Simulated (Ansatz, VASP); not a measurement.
## One calculation of BN, two programs

```
CELL_PARAMETERS angstrom
2.50399 0.00000 0.00000
-1.25200 2.16852 0.00000
0.00000 0.00000 23.33060
ATOMIC_POSITIONS crystal
B 0.66667 0.33333 0.42862
B 0.33333 0.66667 0.57138
N 0.33333 0.66667 0.42862
N 0.66667 0.33333 0.57138
```

Alike in both runs: task relaxation of the atoms; functional PBE; dispersion D3(BJ); k mesh 12 × 12 × 1; occupations gaussian, width 0.05 eV; no spin polarisation.

|  | VASP | Ansatz |
| --- | --- | --- |
| version | VASP 6.6.1 | Ansatz 0.2.0 |
| potentials or method | VASP PAW PBE potentials, release 64 (B, N), cutoff 520 eV | scalar-relativistic, plane waves, PAW |
| valence electrons in the cell | 16 | 16 |

Ansatz gave:

```
gap on the k mesh at the Fermi level, each at its own relaxed structure (eV) : 4.51
```

Task: What did VASP give for the same quantities?

Result: gap on the k mesh at the Fermi level, each at its own relaxed structure (eV): 4.50.

Ansatz's warnings: published levels not confirmed.

Noted on VASP's run: the relaxation stopped at its first step, so nothing moved.
